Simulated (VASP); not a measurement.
# SiC (F-43m) in VASP: phonons with r2SCAN

Aim: the phonons of SiC with r2SCAN.

Everything below comes from runs of VASP 6.6.1. Logs are shortened: lines on timing, memory, paths and dates and some standing lists are left out, and cuts for length are marked.

**1. The cell of the first run**

It takes space group F-43m (No. 216, cubic). The conventional cell has a = 4.348 Å, b = 4.348 Å, c = 4.348 Å, α = 90.00°, β = 90.00°, γ = 90.00°. Within 2.5 Å of Si (site symmetry -43m) lie 4 C at 1.88 Å. C (site symmetry -43m) has 4 Si at 1.88 Å within 2.5 Å.

**2. Phonons, r2SCAN (zone-centre modes of this cell by finite displacements)**

Contents of INCAR:

```
SYSTEM = SiC
PREC = Accurate
ENCUT = 520
EDIFF = 1E-8
ISMEAR = 0
SIGMA = 0.05
LREAL = .False.
LASPH = .True.
NELM = 60
ALGO = Normal
ISIF = 2
LWAVE = .False.
LCHARG = .False.
METAGGA = R2SCAN
LMIXTAU = .True.
IBRION = 6
NFREE = 2
POTIM = 0.015
NSW = 1
```

Contents of KPOINTS:

```
Automatic mesh
0
Gamma
  12 12 12
  0 0 0
```

Contents of POSCAR:

```
SiC
1.0
    0.0000000000      2.1740000000      2.1740000000
    2.1740000000      0.0000000000      2.1740000000
    2.1740000000      2.1740000000      0.0000000000
Si C
1 1
Direct
    0.0000000000      0.0000000000      0.0000000000
    0.7500000000      0.7500000000      0.7500000000
```

Potentials or basis: VASP PAW PBE potentials, release 64 (Si, C).

Run with:

```sh
$ cat potpaw_PBE.64/Si/POTCAR potpaw_PBE.64/C/POTCAR > POTCAR
$ mpirun -np 1 vasp_std > vasp.out
```

OUTCAR:

```text
SYSTEM = SiC
   PREC = Accurate
   ENCUT = 520
   EDIFF = 1E-8
   ISMEAR = 0
   LREAL = .False.
   LASPH = .True.
   NELM = 60
   ISIF = 2
   METAGGA = R2SCAN
   IBRION = 6
   NFREE = 2
   POTIM = 0.015
   NSW = 1

 ion  position               nearest neighbor table
   1  0.000  0.000  0.000-   2 1.88   2 1.88   2 1.88   2 1.88
   2  0.750  0.750  0.750-   1 1.88   1 1.88   1 1.88   1 1.88

  LATTYP: Found a face centered cubic cell.
 ALAT       =     4.3480000000

  Lattice vectors:

 A1 = (   0.0000000000,   2.1740000000,   2.1740000000)
 A2 = (   2.1740000000,   0.0000000000,   2.1740000000)
 A3 = (   2.1740000000,   2.1740000000,   0.0000000000)

Analysis of symmetry for initial positions (statically):
=====================================================================
 Subroutine PRICEL returns:
 Original cell was already a primitive cell.

 Routine SETGRP: Setting up the symmetry group for a
 face centered cubic supercell.

 Subroutine GETGRP returns: Found 24 space group operations
 (whereof 24 operations were pure point group operations)
 out of a pool of 48 trial point group operations.

The static configuration has the point symmetry T_d .

Analysis of symmetry for dynamics (positions and initial velocities):
=====================================================================
 Subroutine PRICEL returns:
 Original cell was already a primitive cell.

 Routine SETGRP: Setting up the symmetry group for a
 face centered cubic supercell.

 Subroutine GETGRP returns: Found 24 space group operations
 (whereof 24 operations were pure point group operations)
 out of a pool of 48 trial point group operations.

The dynamic configuration has the point symmetry T_d .

 Subroutine INISYM returns: Found 24 space group operations
 (whereof 24 operations are pure point group operations),
 and found     1 'primitive' translations

----------------------------------------------------------------------------------------
[... 148 lines left out ...]
  --------------------------------------------------------------------------------------
  -------------------------------------------------------------------------------------
  Total        0.1449666      0.1449666      0.1449666      0.0000000      0.0000000      0.0000000
  in kB       11.3023807     11.3023807     11.3023807      0.0000000      0.0000000      0.0000000
  external PRESSURE =      11.3023807 kB  Pullay stress =       0.0000000 kB
[... 131 lines left out ...]
--------------------------------------- Ionic step        5  -------------------------------------------

 number of electron       8.0000001 magnetization

 Free energy of the ion-electron system (eV)
  ---------------------------------------------------
  ext. energy  EPLUGINS =         0.00000000
  ---------------------------------------------------
  free energy    TOTEN  =       -19.32443117 eV

  energy without entropy =      -19.32443117  energy(sigma->0) =      -19.32443117

 E-fermi :   8.3832     XC(G=0): -11.9654

 val. band max:        8.1339351909   @ k =   0.0000   0.0000   0.0000
 cond. band min:       9.7792151614   @ k =   0.5000   0.5000   0.0000
 fundamental gap:      1.6452799705
 Fermi energy:         8.3831564618

 k-point     1 :       0.0000    0.0000    0.0000
  band No.  band energies     occupation
      1      -8.1754      2.00000
      2       7.9830      2.00000
      3       8.0597      2.00000
      4       8.1339      2.00000
      5      14.9790      0.00000
      6      15.9288      0.00000
      7      15.9596      0.00000
      8      15.9922      0.00000
[... 243 lines left out ...]
 k-point    24 :      -0.4167    0.1667    0.0000
  band No.  band energies     occupation
      1      -4.1998      2.00000
      2      -0.2212      2.00000
      3       4.8165      2.00000
      4       6.4770      2.00000
      5      13.7552      0.00000
      6      16.4827      0.00000
      7      17.2062      0.00000
      8      20.2372      0.00000

 [... further k-points ...]
[... 5 lines left out ...]
  --------------------------------------------------------------------------------------
  -------------------------------------------------------------------------------------
  Total        0.1448077      0.1503116      0.1503116      0.0000000     -0.1183347      0.0000000
  in kB       11.2899914     11.7191078     11.7191078      0.0000000     -9.2260144      0.0000000
  external PRESSURE =      11.5760690 kB  Pullay stress =       0.0000000 kB
[... 17 lines left out ...]
  FREE ENERGIE OF THE ION-ELECTRON SYSTEM (eV)
  ---------------------------------------------------
  free  energy   TOTEN  =       -19.3244311656 eV

  energy  without entropy=      -19.3244311656  energy(sigma->0) =      -19.32443117

 INTERNAL STRAIN TENSORS FROM DISPLACED ATOMS
 ============================================

 INTERNAL STRAIN TENSOR FOR ION    1 for displacements in x,y,z  (eV/Angst):
          X           Y           Z          XY          YZ          ZX
  --------------------------------------------------------------------------------
  x     0.00000     0.00000     0.00000     0.00000    -7.89150     0.00000
  y    -0.00000     0.00000    -0.00000     0.00000     0.00000    -7.89150
  z     0.00000     0.00000     0.00000    -7.89150     0.00000     0.00000

 INTERNAL STRAIN TENSOR FOR ION    2 for displacements in x,y,z  (eV/Angst):
          X           Y           Z          XY          YZ          ZX
  --------------------------------------------------------------------------------
  x     0.00000    -0.00000    -0.00000     0.00000     7.88901     0.00000
  y     0.00000     0.00000     0.00000     0.00000     0.00000     7.88901
  z    -0.00000    -0.00000     0.00000     7.88901     0.00000     0.00000

 Eigenvectors and eigenvalues of the dynamical matrix
 ----------------------------------------------------

   1 f  =   24.062604 THz   151.189801 2PiTHz  802.642080 cm-1    99.514890 meV
             X         Y         Z           dx          dy          dz
      0.000000  0.000000  0.000000     0.000000    0.547299    0.000000
      3.261000  3.261000  3.261000     0.000000   -0.836937    0.000000
[... 21 lines left out ...]
   6 f/i=    0.000516 THz     0.003239 2PiTHz    0.017195 cm-1     0.002132 meV
             X         Y         Z           dx          dy          dz
      0.000000  0.000000  0.000000     0.000000    0.000000    0.836937
      3.261000  3.261000  3.261000     0.000000    0.000000    0.547299

 ELASTIC MODULI CONTR FROM IONIC RELAXATION (kBar)
 Direction    XX          YY          ZZ          XY          YZ          ZX
 --------------------------------------------------------------------------------
 XX          -0.0000     -0.0000     -0.0000      0.0000     -0.0000     -0.0000
 YY          -0.0000     -0.0000     -0.0000      0.0000      0.0000     -0.0000
 ZZ          -0.0000     -0.0000     -0.0000     -0.0000      0.0000     -0.0000
 XY           0.0000      0.0000     -0.0000   -243.5321     -0.0000      0.0000
 YZ          -0.0000      0.0000      0.0000     -0.0000   -243.5321     -0.0000
 ZX          -0.0000     -0.0000     -0.0000      0.0000     -0.0000   -243.5321
 --------------------------------------------------------------------------------
```

Run time: 9.7 min. Hardware: 1 thread of AMD EPYC 7R13 (Zen 3), shared host; peak memory 0.18 GiB.

What came out:

```yaml
Highest_phonon_frequency_at_Γ_LO-TO_splitting_left_out: 803 cm⁻¹
```

Phonon frequencies in cm⁻¹ (negative: imaginary):
| q point | frequencies |
| --- | --- |
| (0.000, 0.000, 0.000) | 0 0 0 803 803 803 |

Caveat: the cell differs from its parent crystal (zone-centre modes of this cell by finite displacements); the cell wasn't relaxed at this level first, which shifts response properties; the PAW data sets were made with another functional, which shifts forces and pressure a little.
